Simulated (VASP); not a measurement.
# Mg (a cell with a defect) in VASP: notebook

Runs on Mg (a cell with a defect). Level: LDA. Tasks: single point.

Everything below comes from runs of VASP 6.6.1. Logs are shortened: lines on timing, memory, paths and dates and some standing lists are left out, and cuts for length are marked.

## 1. The cell of the first run

The cell holds a defect, 15 atoms: a = 6.472 Å, b = 6.472 Å, c = 10.507 Å, α = 90.00°, β = 90.00°, γ = 120.00°.

## 2. Single point, LDA

The input, INCAR:

```
SYSTEM = Mg
PREC     = Accurate       ! precision mode
ENCUT    = 520            ! plane-wave cutoff, eV
EDIFF    = 1E-6           ! SCF threshold, eV
ISMEAR   = 1              ! smearing method
SIGMA    = 0.15           ! smearing width, eV
LREAL    = Auto         
LASPH    = .True.         ! aspherical terms in the spheres
NELM     = 80             ! most SCF steps
ALGO     = Normal         ! electronic algorithm
ISIF     = 2              ! what is computed and relaxed
LWAVE    = .False.        ! write WAVECAR
LCHARG   = .False.        ! write CHGCAR
GGA      = CA             ! functional
NBANDS   = 28             ! bands
```

The input, KPOINTS:

```
regular mesh
0
Gamma
  3 3 2
  0 0 0
```

The input, POSCAR:

```
Mg
1.0
    6.4717679400      0.0000058300      0.0000000000
   -3.2358890100      5.6047125300      0.0000000000
    0.0000000000      0.0000000000     10.5070756600
Mg
15
Direct
    0.1875917392      0.3604843059      0.1335063195
    0.3376798009      0.1753519072      0.3737917311
    0.1612350581      0.3237894986      0.6245221994
    0.3241454411      0.1482748858      0.8767081630
    0.1770135765      0.8539189017      0.1226010968
    0.3422674542      0.6802243619      0.3763692323
    0.1640867692      0.8282430220      0.6245533212
    0.3107242907      0.6354731254      0.8681462183
    0.6731058210      0.3603663997      0.1335137431
    0.8336627733      0.1673194004      0.3761020790
    0.6625223985      0.3238155620      0.6245186779
    0.7779686884      1.0558408541     -0.0446342080
    0.8378580228      0.6802614933      0.3763190756
    0.6674811491      0.8350166192      0.6284611640
    0.8246783900      0.6354758024      0.8681457425
```

Potentials or basis: VASP PAW LDA potentials, release 64 (Mg).

Launch:

```console
$ cat potpaw_LDA.64/Mg/POTCAR > POTCAR
$ mpirun -np 1 vasp_std > vasp.out
```

OUTCAR:

```text
SYSTEM = Mg
   PREC = Accurate
   ENCUT = 520
   EDIFF = 1E-6
   ISMEAR = 1
   LREAL = Auto
   LASPH = .True.
   NELM = 80
   ISIF = 2
   GGA = CA

 ion  position               nearest neighbor table
   1  0.188  0.360  0.134-  12 3.03   6 3.12   9 3.14   2 3.15   8 3.19   5 3.23  10 3.23   5 3.25
                             9 3.33   4 3.34
   2  0.338  0.175  0.374-   1 3.15   9 3.15   5 3.20  11 3.20   3 3.20   6 3.22  13 3.22  10 3.24
                            10 3.24  13 3.25   6 3.25   7 3.28
   3  0.161  0.324  0.625-   8 3.10  14 3.18  10 3.19   2 3.20   7 3.22  11 3.23  11 3.24   7 3.26
                             4 3.26   6 3.28  14 3.29
   4  0.324  0.148  0.877-   5 3.07  15 3.20   8 3.20   7 3.20  11 3.26   3 3.26   8 3.28  15 3.28
                             1 3.34   9 3.34  12 3.38  12 3.38
   5  0.177  0.854  0.123-   4 3.07   2 3.20   1 3.23   9 3.23   9 3.25   1 3.25   6 3.27  13 3.27
                             8 3.33  15 3.34
   6  0.342  0.680  0.376-   1 3.12  10 3.17   7 3.19  13 3.21  14 3.22   2 3.22   2 3.25  13 3.26
                             5 3.27   3 3.28  10 3.31
   7  0.164  0.828  0.625-   6 3.19  13 3.19  15 3.19   8 3.19   4 3.20   3 3.22  11 3.22  14 3.24
                            14 3.24  11 3.26   3 3.26   2 3.28
   8  0.311  0.635  0.868-  12 3.03   3 3.10  15 3.15   1 3.19   7 3.19   4 3.20  14 3.22   4 3.28
                            15 3.33   5 3.33
   9  0.673  0.360  0.134-  12 3.03  13 3.12   1 3.14   2 3.15  15 3.19   5 3.23  10 3.23   5 3.25
                             1 3.33   4 3.34
  10  0.834  0.167  0.376-  13 3.17   6 3.17   3 3.19  11 3.19   9 3.23   1 3.23   2 3.24   2 3.24
                            14 3.24   6 3.31  13 3.31
  11  0.663  0.324  0.625-  15 3.10  14 3.18  10 3.19   2 3.20   7 3.22   3 3.23   3 3.24   7 3.26
                             4 3.26  13 3.29  14 3.29
  12  0.778  0.056  0.955-  15 3.03   8 3.03   9 3.03   1 3.03   4 3.38   4 3.38  14 3.65
  13  0.838  0.680  0.376-   9 3.12  10 3.17   7 3.19   6 3.21  14 3.22   2 3.22   2 3.25   6 3.26
                             5 3.27  11 3.29  10 3.31
  14  0.667  0.835  0.628-   3 3.18  11 3.18   6 3.22  13 3.22  15 3.22   8 3.22   7 3.24   7 3.24
                            10 3.24  11 3.29   3 3.29  12 3.65
  15  0.825  0.635  0.868-  12 3.03  11 3.10   8 3.15   9 3.19   7 3.19   4 3.20  14 3.22   4 3.28
                             8 3.33   5 3.34

  LATTYP: Found a hexagonal cell.
 ALAT       =     6.4717679400
 C/A-ratio  =     1.6235247860

  Lattice vectors:

 A1 = (   6.4717679400,   0.0000058300,   0.0000000000)
 A2 = (  -3.2358890100,   5.6047125300,   0.0000000000)
 A3 = (   0.0000000000,   0.0000000000,  10.5070756600)

Analysis of symmetry for initial positions (statically):
=====================================================================
 Subroutine PRICEL returns:
 Original cell was already a primitive cell.

 Routine SETGRP: Setting up the symmetry group for a
 hexagonal supercell.

 Subroutine GETGRP returns: Found  1 space group operations
 (whereof  1 operations were pure point group operations)
 out of a pool of 24 trial point group operations.

The static configuration has the point symmetry C_1 .

Analysis of symmetry for dynamics (positions and initial velocities):
=====================================================================
 Subroutine PRICEL returns:
 Original cell was already a primitive cell.

 Routine SETGRP: Setting up the symmetry group for a
 hexagonal supercell.

 Subroutine GETGRP returns: Found  1 space group operations
 (whereof  1 operations were pure point group operations)
 out of a pool of 24 trial point group operations.

The dynamic configuration has the point symmetry C_1 .

 Subroutine INISYM returns: Found  1 space group operations
 (whereof  1 operations are pure point group operations),
 and found     1 'primitive' translations

----------------------------------------------------------------------------------------

                                     Primitive cell

  volume of cell :     381.1170

  direct lattice vectors                    reciprocal lattice vectors
     6.471767940  0.000005830  0.000000000     0.154517203  0.089210734  0.000000000
    -3.235889010  5.604712530  0.000000000    -0.000000161  0.178421190  0.000000000
     0.000000000  0.000000000 10.507075660     0.000000000  0.000000000  0.095173960

  length of vectors
     6.471767940  6.471767937 10.507075660     0.178421190  0.178421190  0.095173960

  position of ions in fractional coordinates (direct lattice)
     0.187591739  0.360484306  0.133506320
     0.337679801  0.175351907  0.373791731
     0.161235058  0.323789499  0.624522199
     0.324145441  0.148274886  0.876708163
     0.177013577  0.853918902  0.122601097
     0.342267454  0.680224362  0.376369232
     0.164086769  0.828243022  0.624553321
     0.310724291  0.635473125  0.868146218
     0.673105821  0.360366400  0.133513743
     0.833662773  0.167319400  0.376102079
     0.662522399  0.323815562  0.624518678
     0.777968688  0.055840854  0.955365792
     0.837858023  0.680261493  0.376319076
     0.667481149  0.835016619  0.628461164
     0.824678390  0.635475802  0.868145742

  ion indices of the primitive-cell ions
   primitive index   ion index
                 1           1
                 2           2
                 3           3
                 4           4
                 5           5
                 6           6
                 7           7
                 8           8
                 9           9
                10          10
                11          11
                12          12
                13          13
                14          14
                15          15

----------------------------------------------------------------------------------------

 KPOINTS: regular mesh

Automatic generation of k-mesh.
 Grid dimensions read from file:
 generate k-points for:    3    3    2

 Generating k-lattice:

  Cartesian coordinates                     Fractional coordinates (reciprocal lattice)
     0.051505734  0.029736911  0.000000000     0.333333333  0.000000000  0.000000000
    -0.000000054  0.059473730  0.000000000     0.000000000  0.333333333  0.000000000
     0.000000000  0.000000000  0.047586980     0.000000000  0.000000000  0.500000000

  Length of vectors
     0.059473730  0.059473730  0.047586980

  Shift w.r.t. Gamma in fractional coordinates (k-lattice)
     0.000000000  0.000000000  0.000000000

 Subroutine IBZKPT returns following result:
 ===========================================

 Found     10 irreducible k-points:

 Following reciprocal coordinates:
            Coordinates               Weight
  0.000000  0.000000  0.000000      1.000000
  0.333333 -0.000000  0.000000      2.000000
 -0.000000  0.333333  0.000000      2.000000
 -0.333333  0.333333  0.000000      2.000000
  0.333333  0.333333  0.000000      2.000000
  0.000000  0.000000  0.500000      1.000000
  0.333333 -0.000000  0.500000      2.000000
 -0.000000  0.333333  0.500000      2.000000
 -0.333333  0.333333  0.500000      2.000000
  0.333333  0.333333  0.500000      2.000000
   k-points           NKPTS =     10   k-points in BZ     NKDIM =     10   number of bands    NBANDS=     28
   number of dos      NEDOS =    301   number of ions     NIONS =     15
   total plane-waves  NPLWV = 184320
   dimension x,y,z NGX =    48 NGY =   48 NGZ =   80
   dimension x,y,z NGXF=    96 NGYF=   96 NGZF=  160
   ions per type =              15
   NGX,Y,Z   is equivalent  to a cutoff of  12.33, 12.33, 12.66 a.u.
   NGXF,Y,Z  is equivalent  to a cutoff of  24.66, 24.66, 25.32 a.u.
 SYSTEM =  Mg
   PREC   = accura    normal or accurate (medium, high low for compatibility)
   ISTART =      0    job   : 0-new  1-cont  2-samecut
   ICHARG =      2    charge: 1-file 2-atom 10-const
   ISPIN  =      1    spin polarized calculation?
   LNONCOLLINEAR =      F non collinear calculations
   LSORBIT =      F    spin-orbit coupling
   LASPH  =      T    aspherical Exc in radial PAW
   ENCUT  =  520.0 eV  38.22 Ry    6.18 a.u.  12.03 12.03 19.54*2*pi/ulx,y,z
   NELM   =     80;   NELMIN=  2; NELMDL= -5     # of ELM steps
   EDIFF  = 0.1E-05   stopping-criterion for ELM
   LREAL  =      T    real-space projection
   EDIFFG = 0.1E-04   stopping-criterion for IOM
   NSW    =      0    number of steps for IOM
   IBRION =     -1    ionic relax: 0-MD 1-quasi-New 2-CG
   NFREE  =      0    steps in history (QN), initial steepest desc. (CG)
   ISIF   =      2    stress and relaxation
   ISYM   =      2    0-nonsym 1-usesym 2-fastsym
   POTIM  = 0.5000    time-step for ionic-motion
   TEBEG  =    0.0;   TEEND  =   0.0 temperature during run
   PSTRESS=    0.0 pullay stress
   NELECT =      30.0000    total number of electrons
   NUPDOWN=      -1.0000    fix difference up-down
   EMIN   =  10.00;   EMAX   =-10.00  energy-range for DOS
   EFERMI =   0.00;   METHOD = LEGACY
   ISMEAR =     1;   SIGMA  =   0.15  broadening in eV -4-tet -1-fermi 0-gaus
   EFERMI_NEDOS =   21; number of points for ismear=-14 and -15
   IALGO  =     38    algorithm
   IMIX   =      4    mixing-type and parameters
     AMIX     =   0.40;   BMIX     =  1.00
     AMIX_MAG =   1.60;   BMIX_MAG =  1.00
  volume/ion in A,a.u.               =      25.41       171.46
  Fermi-wavevector in a.u.,A,eV,Ry     =   0.701610  1.325851  6.697558  0.492257
  Thomas-Fermi vector in A             =   1.786084
   LORBIT       =      0    0 simple, 1 ext, 2 COOP (PROOUT), +10 PAW based schemes
   GGA     = CA    functional components
   LHFCALC =     F    Hartree Fock is set to
   AEXX    =    0.0000 exact exchange contribution
   IVDW    =     0    specifies the selected vdW correction
   LEPSILON=     F    determine dielectric tensor
   LRPA    =     F    only Hartree local field effects (RPA)
 non-spin polarized calculation
 Methfessel and Paxton  Order N= 1 SIGMA  =   0.15
  energy-cutoff  :      520.00
  volume of cell :      381.12
 maximum number of plane-waves:     10314
   NGX = 25   NGY = 25   NGZ = 39

 number of electron      30.0000000 magnetization

 Free energy of the ion-electron system (eV)
  ---------------------------------------------------
  ext. energy  EPLUGINS =         0.00000000
  ---------------------------------------------------
  free energy    TOTEN  =       -24.95527815 eV

  energy without entropy =      -24.95522929  energy(sigma->0) =      -24.95526186

 E-fermi :   2.0003     XC(G=0):  -8.3231

 val. band max:        1.9975800135   @ k =   0.3333   0.3333   0.0000
 cond. band min:       2.0575293705   @ k =   0.3333   0.3333   0.5000
 fundamental gap:      0.0599493569
 Fermi energy:         2.0002766545

 k-point     1 :       0.0000    0.0000    0.0000
  band No.  band energies     occupation
      1      -4.6038      2.00000
      2      -3.3256      2.00000
      3      -3.1418      2.00000
      4      -0.1176      2.00000
      5      -0.0390      2.00000
      6      -0.0378      2.00000
[... 19 lines left out ...]
     26       4.8500     -0.00000
     27       5.2351      0.00000
[... 246 lines left out ...]
      4      -2.7518      2.00000
      5      -2.5721      2.00000
      6      -2.2071      2.00000
[... 19 lines left out ...]
     26       4.8845     -0.00000
     27       5.0028      0.00000
 [bands above 27 left out]

------------------------ aborting loop because EDIFF is reached ----------------------------------------

  FORCE on cell =-STRESS in cart. coord.  units (eV):
  Direction    XX          YY          ZZ          XY          YZ          ZX
  --------------------------------------------------------------------------------------
  -------------------------------------------------------------------------------------
  Total      -10.5949195     -8.8828421     -4.7946050     -0.0043692      1.9195749     -0.0010871
  in kB      -44.5399658    -37.3425663    -20.1560328     -0.0183676      8.0696978     -0.0045701
  external PRESSURE =     -34.0128549 kB  Pullay stress =       0.0000000 kB

 VOLUME and BASIS-vectors are now :
 -----------------------------------------------------------------------------
  energy-cutoff  :      520.00
  volume of cell :      381.12
      direct lattice vectors                 reciprocal lattice vectors
     6.471767940  0.000005830  0.000000000     0.154517203  0.089210734  0.000000000
    -3.235889010  5.604712530  0.000000000    -0.000000161  0.178421190  0.000000000
     0.000000000  0.000000000 10.507075660     0.000000000  0.000000000  0.095173960

 POSITION                                       TOTAL-FORCE (eV/Angst)
 -----------------------------------------------------------------------------------
      0.04756      2.02041      1.40276        -0.002595     -0.009289      0.024999
      1.61797      0.98280      3.92746        -0.000020      0.000858      0.002146
     -0.00427      1.81475      6.56190         0.004232     -0.005829      0.014572
      1.61799      0.83104      9.21164         0.000040      0.002168     -0.015945
     -1.61760      4.78597      1.28818        -0.000131     -0.013526      0.041187
      0.01394      3.81246      3.95454         0.000900     -0.010907      0.010449
     -1.61817      4.64206      6.56223         0.000107     -0.011302      0.005998
     -0.04538      3.56165      9.12168         0.000755     -0.029018      0.020496
      3.19008      2.01975      1.40284         0.001703     -0.008736      0.025192
      4.85385      0.93778      3.95173        -0.000048     -0.003031      0.005624
      3.23986      1.81490      6.56186        -0.004167     -0.006066      0.014440
      4.85414      0.31298     10.03810         0.000062      0.140781     -0.228400
      3.22117      3.81267      3.95401        -0.000432     -0.011265      0.010820
      1.61776      4.68003      6.60329        -0.000031     -0.005487      0.047841
      3.28080      3.56166      9.12167        -0.000373     -0.029353      0.020581
 -----------------------------------------------------------------------------------
    total drift:                                0.000179      0.000571     -0.000739

  FREE ENERGIE OF THE ION-ELECTRON SYSTEM (eV)
  ---------------------------------------------------
  free  energy   TOTEN  =       -24.9552781505 eV

  energy  without entropy=      -24.9552292893  energy(sigma->0) =      -24.95526186
```

Wall time 97 s (1 thread of Intel Xeon Platinum 8488C (Sapphire Rapids), shared host); peak memory 0.33 GiB.

Results:

- Free energy: -24.9553 eV
- Pressure: -3.4 GPa
- Largest force: 0.268 eV/Å
- Band gap on the k mesh: zero (band 15 reaches 2.18 eV, above the bottom of band 16 at 0.97 eV)

Forces in eV/Å, atoms in the order of the input:
```
Mg  -0.003 -0.009  0.025
Mg   0.000  0.001  0.002
Mg   0.004 -0.006  0.015
Mg   0.000  0.002 -0.016
Mg   0.000 -0.014  0.041
Mg   0.001 -0.011  0.010
Mg   0.000 -0.011  0.006
Mg   0.001 -0.029  0.020
Mg   0.002 -0.009  0.025
Mg   0.000 -0.003  0.006
Mg  -0.004 -0.006  0.014
Mg   0.000  0.141 -0.228
Mg   0.000 -0.011  0.011
Mg   0.000 -0.005  0.048
Mg   0.000 -0.029  0.021
```

Levels at points of the mesh, in eV from the Fermi level:
| k point | band 13 | band 14 | band 15 | band 16 | band 17 | band 18 |
| --- | --- | --- | --- | --- | --- | --- |
| (0.00, 0.00, 0.00) | -0.97 | -0.92 | -0.72 | -0.63 | -0.58 | -0.53 |
| (0.00, 0.00, 0.50) | -1.50 | -1.26 | -1.21 | -1.03 | 0.79 | 0.81 |

Caveat: the k points lie up to 0.37 Å⁻¹ apart.

## 3. Single point, LDA

The input, INCAR:

```
PREC     = Accurate       # precision mode
ENCUT    = 520            # plane-wave cutoff, eV
EDIFF    = 1E-7           # SCF threshold, eV
ISMEAR   = 1              # smearing method
SIGMA    = 0.15           # smearing width, eV
LREAL    = Auto         
LASPH    = T              # aspherical terms in the spheres
NELM     = 100            # most SCF steps
ALGO     = Normal         # electronic algorithm
ISIF     = 2              # what is computed and relaxed
LWAVE    = F              # write WAVECAR
LCHARG   = F              # write CHGCAR
NBANDS   = 28             # bands
```

The input, KPOINTS:

```
Automatic mesh
0
Gamma
  3 3 2
```

The input, POSCAR:

```
Mg
1.0
    6.4717679400      0.0000058300      0.0000000000
   -3.2358890100      5.6047125300      0.0000000000
    0.0000000000      0.0000000000     10.5070756600
Mg
15
Direct
    0.1799280137      0.3497380000      0.1305734387
    0.3371568973      0.1743759433      0.3729292647
    0.1626997225      0.3264051531      0.6261219785
    0.3270006197      0.1540519855      0.8775334164
    0.1741264665      0.8482383279      0.1230519358
    0.3424374650      0.6783347020      0.3755656786
    0.1654110503      0.8309589494      0.6241515920
    0.3195956845      0.6455879971      0.8711018457
    0.6699284256      0.3496051017      0.1305762940
    0.8337719819      0.1676095133      0.3768198810
    0.6635997040      0.3264256858      0.6261145549
    0.8052049687      1.1104075851     -0.0879353142
    0.8357329225      0.6783673752      0.3755014361
    0.6666714056      0.8334573965      0.6283349634
    0.8258593443      0.6455762300      0.8711081271
```

Potentials or basis: VASP PAW LDA potentials, release 64 (Mg).

Launch:

```console
$ cat potpaw_LDA.64/Mg/POTCAR > POTCAR
$ mpirun -np 1 vasp_std > vasp.out
```

It took 1.7 min on 1 thread of Intel Xeon Platinum 8488C (Sapphire Rapids), shared host; peak memory 0.34 GiB.

Results (log left out):

```yaml
Free_energy: -25.1208 eV
Pressure: -3.5 GPa
Largest_force: 0.263 eV/Å
Band_gap_on_the_k_mesh: zero (band 15 reaches 2.10 eV, above the bottom of band 16 at 1.04 eV)
```

Forces in eV/Å, atoms in the order of the input:
```
Mg  -0.011 -0.029  0.007
Mg   0.000 -0.008  0.007
Mg   0.005 -0.006  0.022
Mg   0.000  0.009  0.004
Mg   0.000 -0.031  0.030
Mg   0.000 -0.018  0.007
Mg   0.000 -0.004  0.010
Mg   0.010  0.011  0.034
Mg   0.010 -0.029  0.007
Mg   0.000 -0.003  0.007
Mg  -0.005 -0.006  0.022
Mg   0.000  0.139 -0.224
Mg   0.000 -0.018  0.007
Mg   0.000 -0.017  0.024
Mg  -0.010  0.011  0.034
```

Stress tensor (GPa, compression positive):
```
-4.37  0.00  0.00
 0.00 -3.96  0.36
 0.00  0.36 -2.26
```

Levels at points of the mesh, in eV from the Fermi level:
```tsv
k point	band 11	band 12	band 13	band 14	band 15	band 16	band 17	band 18	band 19	band 20
(0.00, 0.00, 0.00)	-1.16	-1.09	-1.03	-0.97	-0.72	-0.54	-0.53	-0.45	-0.44	-0.31
(0.00, 0.00, 0.50)	-1.69	-1.68	-1.61	-1.15	-1.15	-0.94	0.82	0.83	0.85	0.88
```

Caveat: the k points lie up to 0.37 Å⁻¹ apart.
